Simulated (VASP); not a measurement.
Input of a VASP 6.6.1 run:

Contents of INCAR:

```
SYSTEM = Pt
PREC = Accurate ; ENCUT = 600
EDIFF = 1E-6 ; ISMEAR = -1
SIGMA = 0.1 ; LREAL = .FALSE.
LASPH = .TRUE. ; NELM = 100
ALGO = Normal ; ISIF = 3
LWAVE = .FALSE. ; LCHARG = .FALSE.
GGA = PS ; IBRION = 2
NSW = 100 ; EDIFFG = -0.002
PSTRESS = 20.0
```

Contents of KPOINTS:

```
regular mesh
0
G
  24 24 24
  0 0 0
```

Contents of POSCAR:

```
Pt
1.0
    0.0000000000      1.9598939868      1.9598939868
    1.9598939868      0.0000000000      1.9598939868
    1.9598939868      1.9598939868      0.0000000000
Pt
1
Direct
    0.0000000000      0.0000000000      0.0000000000
```

Potentials or basis: VASP PAW PBE potentials, release 64 (Pt).

The run is started by

```sh
$ cat potpaw_PBE.64/Pt/POTCAR > POTCAR
$ mpirun -np 1 vasp_std > vasp.out
```

(1) Estimate the space group after relaxing (to 0.1 Å).

(2) Estimate the relaxed volume.

(3) What does it give for the relaxed cell?

(4) What does it give for the band gap on the k mesh?

## Answers

(1) Fm-3m (No. 225).

(2) 14.94 Å³/atom.

(3) a = 2.764 Å, b = 2.764 Å, c = 2.764 Å, α = 60.00°, β = 60.00°, γ = 60.00°.

(4) zero (bands 5 and 6 overlap by 2.27 eV).

Caveat: the cell is relaxed towards a set pressure, so the run minimises the enthalpy, not the energy; the PAW data sets were made with another functional, which shifts forces and pressure a little; spin-orbit coupling is left out, which moves the levels of the heavy elements.
